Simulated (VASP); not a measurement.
Mg2C, 3 atoms in the cell. It takes space group Fm-3m (No. 225, cubic). The conventional cell has a = 5.422 Å, b = 5.422 Å, c = 5.422 Å, α = 90.00°, β = 90.00°, γ = 90.00°. Within 3.1 Å of C (site symmetry m-3m) lie 8 Mg at 2.35 Å. Within 3.1 Å of Mg (site symmetry -43m) lie 4 C at 2.35 Å and 6 Mg at 2.71 Å. 

```yaml
Program: VASP 6.6.1
Task: single point
Functional: r2SCAN
Potentials_or_basis: VASP PAW PBE potentials, release 64 (C, Mg)
Cutoff: 520 eV
k_mesh: 4 × 4 × 4
Occupations: gaussian, width 0.01 eV
Spin: no spin polarisation
Dipole_correction: no
Further_INCAR_settings: ALGO = Normal; EDIFF = 1e-07; NBANDS = 11
```

Potentials or basis: VASP PAW PBE potentials, release 64 (C, Mg).

Run with:

```sh
$ cat potpaw_PBE.64/C/POTCAR potpaw_PBE.64/Mg/POTCAR > POTCAR
$ cp INCAR.step1 INCAR
$ mpirun -np 1 vasp_std > vasp.out
$ cp INCAR.step2 INCAR
$ mpirun -np 1 vasp_std > vasp.out
```

Hardware: 1 thread of Intel(R) Xeon(R) Platinum 8259CL CPU @ 2.50GHz (Skylake/Cascade Lake) (shared host).

**Question.** Estimate the wall time of this run.

**Answer.** It took 44 s on 1 thread of Intel(R) Xeon(R) Platinum 8259CL CPU @ 2.50GHz (Skylake/Cascade Lake), on a shared host, peak memory 0.17 GiB. Counts: k points 8.
